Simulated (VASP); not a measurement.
# H (I4/mmm) in VASP: further runs

The runs below take H through single point, with LDA.

All numbers are computed with VASP 6.6.1; they aren't measurements. Logs are shortened: lines on timing, memory, paths and dates and some standing lists are left out, and cuts for length are marked.

## 1. The cell of the first run

The structure is tetragonal, space group I4/mmm (No. 139). Conventional cell: a = 3.571 Å, b = 3.571 Å, c = 3.694 Å, α = 90.00°, β = 90.00°, γ = 90.00°. Within 0.9 Å of H (site symmetry 4mm) lie 1 H at 0.67 Å.

## 2. Single point, LDA

INCAR reads:

```
ALGO     = Normal         # electronic algorithm
EDIFF    = 1E-7           # SCF threshold, eV
ENCUT    = 520            # plane-wave cutoff, eV
ISIF     = 2              # what is computed and relaxed
ISMEAR   = 0              # smearing method
LASPH    = T              # aspherical terms in the spheres
LCHARG   = F              # write CHGCAR
LREAL    = F              # projectors in reciprocal space
LWAVE    = F              # write WAVECAR
NBANDS   = 8              # bands
NELM     = 100            # most SCF steps
PREC     = Accurate       # precision mode
SIGMA    = 0.05           # smearing width, eV
```

KPOINTS reads:

```
k-points
0
Gamma
  10 10 10
```

POSCAR reads:

```
H
1.0
   -1.7856974441      1.7856974441      1.8471039383
    1.7856974441     -1.7856974441      1.8471039383
    1.7856974441      1.7856974441     -1.8471039383
H
2
Direct
    0.9098622900      0.9098622900      0.0000000000
    0.0901377100      0.0901377100      0.0000000000
```

Potentials or basis: VASP PAW LDA potentials, release 64 (H).

Command:

```
$ cat potpaw_LDA.64/H/POTCAR > POTCAR
$ mpirun -np 1 vasp_std > vasp.out
```

OUTCAR:

```text
EDIFF = 1E-7
   ENCUT = 520
   ISIF = 2
   ISMEAR = 0
   LASPH = T
   LREAL = F
   NELM = 100
   PREC = Accurate

 ion  position               nearest neighbor table
   1  0.910  0.910  0.000-   2 0.67
   2  0.090  0.090  0.000-   1 0.67

  LATTYP: Found a body centered tetragonal cell.
 ALAT       =     3.5713948882
 C/A-ratio  =     1.0343879611

  Lattice vectors:

 A1 = (  -1.7856974441,   1.7856974441,   1.8471039383)
 A2 = (   1.7856974441,  -1.7856974441,   1.8471039383)
 A3 = (   1.7856974441,   1.7856974441,  -1.8471039383)

Analysis of symmetry for initial positions (statically):
=====================================================================
 Subroutine PRICEL returns:
 Original cell was already a primitive cell.

 Routine SETGRP: Setting up the symmetry group for a
 body centered tetragonal supercell.

 Subroutine GETGRP returns: Found 16 space group operations
 (whereof 16 operations were pure point group operations)
 out of a pool of 16 trial point group operations.

The static configuration has the point symmetry D_4h.

Analysis of symmetry for dynamics (positions and initial velocities):
=====================================================================
 Subroutine PRICEL returns:
 Original cell was already a primitive cell.

 Routine SETGRP: Setting up the symmetry group for a
 body centered tetragonal supercell.

 Subroutine GETGRP returns: Found 16 space group operations
 (whereof 16 operations were pure point group operations)
 out of a pool of 16 trial point group operations.

The dynamic configuration has the point symmetry D_4h.

 Subroutine INISYM returns: Found 16 space group operations
 (whereof 16 operations are pure point group operations),
 and found     1 'primitive' translations

----------------------------------------------------------------------------------------

                                     Primitive cell

  volume of cell :      23.5596

  direct lattice vectors                    reciprocal lattice vectors
    -1.785697444  1.785697444  1.847103938     0.000000000  0.280002641  0.270694025
     1.785697444 -1.785697444  1.847103938     0.280002641  0.000000000  0.270694025
     1.785697444  1.785697444 -1.847103938     0.280002641  0.280002641  0.000000000

  length of vectors
     3.128773511  3.128773511  3.128773511     0.389456973  0.389456973  0.395983532

[... 76 lines left out ...]
   LSORBIT =      F    spin-orbit coupling
   LASPH  =      T    aspherical Exc in radial PAW
   ENCUT  =  520.0 eV  38.22 Ry    6.18 a.u.   5.82  5.82  5.82*2*pi/ulx,y,z
   NELM   =    100;   NELMIN=  2; NELMDL= -5     # of ELM steps
   EDIFF  = 0.1E-06   stopping-criterion for ELM
   LREAL  =      F    real-space projection
   EDIFFG = 0.1E-05   stopping-criterion for IOM
   NSW    =      0    number of steps for IOM
   IBRION =     -1    ionic relax: 0-MD 1-quasi-New 2-CG
   NFREE  =      0    steps in history (QN), initial steepest desc. (CG)
   ISIF   =      2    stress and relaxation
   ISYM   =      2    0-nonsym 1-usesym 2-fastsym
   POTIM  = 0.5000    time-step for ionic-motion
   TEBEG  =    0.0;   TEEND  =   0.0 temperature during run
   PSTRESS=    0.0 pullay stress
   NELECT =       2.0000    total number of electrons
   NUPDOWN=      -1.0000    fix difference up-down
   EMIN   =  10.00;   EMAX   =-10.00  energy-range for DOS
   EFERMI =   0.00;   METHOD = LEGACY
   ISMEAR =     0;   SIGMA  =   0.05  broadening in eV -4-tet -1-fermi 0-gaus
   EFERMI_NEDOS =   21; number of points for ismear=-14 and -15
   IALGO  =     38    algorithm
   IMIX   =      4    mixing-type and parameters
     AMIX     =   0.40;   BMIX     =  1.00
     AMIX_MAG =   1.60;   BMIX_MAG =  1.00
  volume/ion in A,a.u.               =      11.78        79.49
  Fermi-wavevector in a.u.,A,eV,Ry     =   0.719497  1.359653  7.043413  0.517676
  Thomas-Fermi vector in A             =   1.808708
   LORBIT       =      0    0 simple, 1 ext, 2 COOP (PROOUT), +10 PAW based schemes
   GGA     = CA    functional components
   LHFCALC =     F    Hartree Fock is set to
   AEXX    =    0.0000 exact exchange contribution
   IVDW    =     0    specifies the selected vdW correction
   LEPSILON=     F    determine dielectric tensor
   LRPA    =     F    only Hartree local field effects (RPA)
 non-spin polarized calculation
 Gauss-broadening in eV      SIGMA  =   0.05
  energy-cutoff  :      520.00
  volume of cell :       23.56
 maximum number of plane-waves:       650
   NGX = 11   NGY = 11   NGZ = 11

 number of electron       2.0000000 magnetization

 Free energy of the ion-electron system (eV)
  ---------------------------------------------------
  ext. energy  EPLUGINS =         0.00000000
  ---------------------------------------------------
  free energy    TOTEN  =        -6.56267466 eV

  energy without entropy =       -6.56267466  energy(sigma->0) =       -6.56267466

 E-fermi :  -8.3229     XC(G=0):  -5.7835

 val. band max:       -8.5128407739   @ k =   0.5000   0.5000   0.5000
 cond. band min:       0.5532603134   @ k =   0.5000   0.0000  -0.0000
 fundamental gap:      9.0661010873
 Fermi energy:        -8.3228786807

 k-point     1 :       0.0000    0.0000    0.0000
  band No.  band energies     occupation
      1     -10.8892      2.00000
      2       4.5880      0.00000
      3       9.9642      0.00000
      4      15.1684      0.00000
      5      15.1684      0.00000
      6      17.8283      0.00000
      7      17.8283      0.00000
      8      19.0328      0.00000
[... 243 lines left out ...]
 k-point    24 :       0.4000    0.3000   -0.0000
  band No.  band energies     occupation
      1      -9.1170      2.00000
      2       2.1540      0.00000
      3       3.5283      0.00000
      4       9.1829      0.00000
      5      11.9784      0.00000
      6      16.8989      0.00000
      7      19.9457      0.00000
      8      21.6577      0.00000

 [... further k-points ...]
[... 5 lines left out ...]
  --------------------------------------------------------------------------------------
  -------------------------------------------------------------------------------------
  Total       -0.1223007     -0.1223007      2.9663654      0.0000000      0.0000000      0.0000000
  in kB       -8.3171117     -8.3171117    201.7289139      0.0000000      0.0000000      0.0000000
  external PRESSURE =      61.6982301 kB  Pullay stress =       0.0000000 kB

 VOLUME and BASIS-vectors are now :
 -----------------------------------------------------------------------------
  energy-cutoff  :      520.00
  volume of cell :       23.56
      direct lattice vectors                 reciprocal lattice vectors
    -1.785697444  1.785697444  1.847103938     0.000000000  0.280002641  0.270694025
     1.785697444 -1.785697444  1.847103938     0.280002641  0.000000000  0.270694025
     1.785697444  1.785697444 -1.847103938     0.280002641  0.280002641  0.000000000

 POSITION                                       TOTAL-FORCE (eV/Angst)
 -----------------------------------------------------------------------------------
      0.00000      0.00000      3.36122         0.000000      0.000000     -4.632928
      0.00000      0.00000      0.33299        -0.000000     -0.000000      4.632928
 -----------------------------------------------------------------------------------
    total drift:                               -0.000000      0.000000      0.000000

  FREE ENERGIE OF THE ION-ELECTRON SYSTEM (eV)
  ---------------------------------------------------
  free  energy   TOTEN  =        -6.5626746556 eV

  energy  without entropy=       -6.5626746556  energy(sigma->0) =       -6.56267466
```

OSZICAR:

```text
N       E                     dE             d eps       ncg     rms          rms(c)
DAV:   1    -0.714439546920E+01   -0.71444E+01   -0.41928E+02  1632   0.154E+02
DAV:   2    -0.741409541326E+01   -0.26970E+00   -0.26970E+00  2216   0.942E+00
DAV:   3    -0.741438276033E+01   -0.28735E-03   -0.28735E-03  1864   0.303E-01
DAV:   4    -0.741438314808E+01   -0.38775E-06   -0.38775E-06  2440   0.114E-02
DAV:   5    -0.741438314823E+01   -0.15864E-09   -0.16377E-09  1856   0.164E-04    0.530E+00
DAV:   6    -0.681084265296E+01    0.60354E+00   -0.39237E-01  1656   0.192E+00    0.278E+00
DAV:   7    -0.656052768254E+01    0.25031E+00   -0.65973E-01  1800   0.259E+00    0.327E-01
DAV:   8    -0.656340613113E+01   -0.28784E-02   -0.63472E-03  1736   0.237E-01    0.153E-01
DAV:   9    -0.656267100193E+01    0.73513E-03   -0.18004E-03  1992   0.131E-01    0.162E-02
DAV:  10    -0.656267298631E+01   -0.19844E-05   -0.12493E-05  1856   0.202E-02    0.344E-03
DAV:  11    -0.656267464899E+01   -0.16627E-05   -0.15054E-06  2064   0.485E-03    0.371E-04
DAV:  12    -0.656267465564E+01   -0.66484E-08   -0.63227E-09  1736   0.425E-04
   1 F= -.65626747E+01 E0= -.65626747E+01  d E =-.151945E-10
```

It took 23 s on 1 thread of AMD EPYC 7R13, shared host; peak memory 0.1 GiB.

What came out:

| Quantity | Value |
| --- | --- |
| Free energy | -6.5627 eV |
| Pressure | 6.2 GPa |
| Largest force | 4.633 eV/Å |
| Band gap on the k mesh | 9.07 eV (least direct gap 9.84 eV) |

Forces on the atoms (eV/Å):
```
H    0.000  0.000 -4.633
H    0.000  0.000  4.633
```

Levels at points of the mesh, in eV from the valence-band top:
| k point | band 1 | band 2 | band 3 | band 4 |
| --- | --- | --- | --- | --- |
| (0.00, 0.00, 0.00) | -2.38 | 13.10 | 18.48 | 23.68 |
| (0.50, 0.00, 0.00) | -0.78 | 9.07 | 16.31 | 19.11 |
| (0.50, 0.50, 0.00) | -0.80 | 10.04 | 15.70 | 16.29 |
| (0.50, 0.50, 0.50) | 0.00 | 12.25 | 14.92 | 14.92 |

Caveat: the cell stands under pressure; forces of over 1 eV/Å act on the atoms, so gaps and moduli don't describe the material at rest.

## 3. Single point, LDA

This run uses another cell than the first one, of the same volume but with other edges.

INCAR reads:

```
SYSTEM = H
PREC = Accurate
ENCUT = 520
EDIFF = 1E-6
ISMEAR = 0
SIGMA = 0.05
LREAL = .False.
LASPH = .True.
NELM = 60
ALGO = Normal
ISIF = 2
LWAVE = .False.
LCHARG = .True.
GGA = CA
LELF = .True.
LVHAR = .True.
NBANDS = 8
```

KPOINTS reads:

```
regular mesh
0
Gamma
  10 10 10
  0 0 0
```

POSCAR reads:

```
H
1.0
   -1.5917948804      1.5917948804      2.3245178269
    1.5917948804     -1.5917948804      2.3245178269
    1.5917948804      1.5917948804     -2.3245178269
H
2
Direct
    0.9098622900      0.9098622900      0.0000000000
    0.0901377100      0.0901377100      0.0000000000
```

Potentials or basis: VASP PAW LDA potentials, release 64 (H).

Command:

```
$ cat potpaw_LDA.64/H/POTCAR > POTCAR
$ mpirun -np 1 vasp_std > vasp.out
```

It took 25 s on 1 thread of AMD EPYC 7R13, shared host; peak memory 0.1 GiB.

The run converged. Its results:

| Quantity | Value |
| --- | --- |
| Free energy | -6.7173 eV |
| Pressure | -4.2 GPa |
| Largest force | 1.698 eV/Å |
| Band gap on the k mesh | 7.44 eV |

Forces on the atoms (eV/Å):
```
H    0.000  0.000  1.698
H    0.000  0.000 -1.698
```

Stress tensor (GPa, compression positive):
```
 -0.89   0.00   0.00
  0.00  -0.89   0.00
  0.00   0.00 -10.78
```

Levels at points of the mesh, in eV from the valence-band top:
```
           k point  band 1  band 2  band 3  band 4  band 5
(0.00, 0.00, 0.00)   -2.57   13.37   15.58   22.64   22.64
(0.50, 0.00, 0.00)   -0.70    7.76   16.37   16.57   20.80
(0.50, 0.50, 0.00)   -0.20   10.26   12.24   15.08   16.74
(0.50, 0.50, 0.50)    0.00    7.44   14.32   16.67   16.67
```

Caveat: the cell stands under tension; forces of over 1 eV/Å act on the atoms, so gaps and moduli don't describe the material at rest. A k mesh can miss the band edges.

## 4. Single point, LDA

INCAR reads:

```
ALGO = Normal
EDIFF = 1E-6
ENCUT = 520
GGA = CA
ISIF = 2
ISMEAR = 0
LASPH = True
LCHARG = True
LELF = True
LREAL = False
LVHAR = True
LWAVE = False
NBANDS = 8
NELM = 60
PREC = Accurate
SIGMA = 0.05
```

KPOINTS reads:

```
k-points
0
Gamma
  10 10 10
```

POSCAR reads:

```
H
1.0
   -1.7392082084      1.7392082084      1.9471702941
    1.7392082084     -1.7392082084      1.9471702941
    1.7392082084      1.7392082084     -1.9471702941
H
2
Direct
    0.9098622900      0.9098622900      0.0000000000
    0.0901377100      0.0901377100      0.0000000000
```

Command:

```
$ cat potpaw_LDA.64/H/POTCAR > POTCAR
$ mpirun -np 1 vasp_std > vasp.out
```

It took 27 s on 1 thread of AMD EPYC 7R13, shared host; peak memory 0.1 GiB.

It converged, with:

| Property | Result |
| --- | --- |
| Free energy | -6.6936 eV |
| Pressure | 3.4 GPa |
| Largest force | 2.671 eV/Å |
| Band gap on the k mesh | 8.66 eV (least direct gap 9.51 eV) |

Forces in eV/Å, atoms in the order of the input:
```
H    0.000  0.000 -2.671
H    0.000  0.000  2.671
```

Stress tensor (GPa, compression positive):
```
-0.86  0.00  0.00
 0.00 -0.86  0.00
 0.00  0.00 11.92
```

Levels at points of the mesh, in eV from the valence-band top:
```
           k point  band 1  band 2  band 3  band 4  band 5  band 6
(0.00, 0.00, 0.00)   -2.49   13.06   17.68   23.43   23.43   25.55
(0.50, 0.00, 0.00)   -0.85    8.66   16.26   18.89   19.58   22.14
(0.50, 0.50, 0.00)   -0.75    9.98   14.68   15.87   19.42   20.18
(0.50, 0.50, 0.50)    0.00   10.92   15.18   15.18   15.33   17.29
```

Caveat: the cell stands under pressure; forces of over 1 eV/Å act on the atoms, so gaps and moduli don't describe the material at rest.

(Part 1 of 2 ends here.)
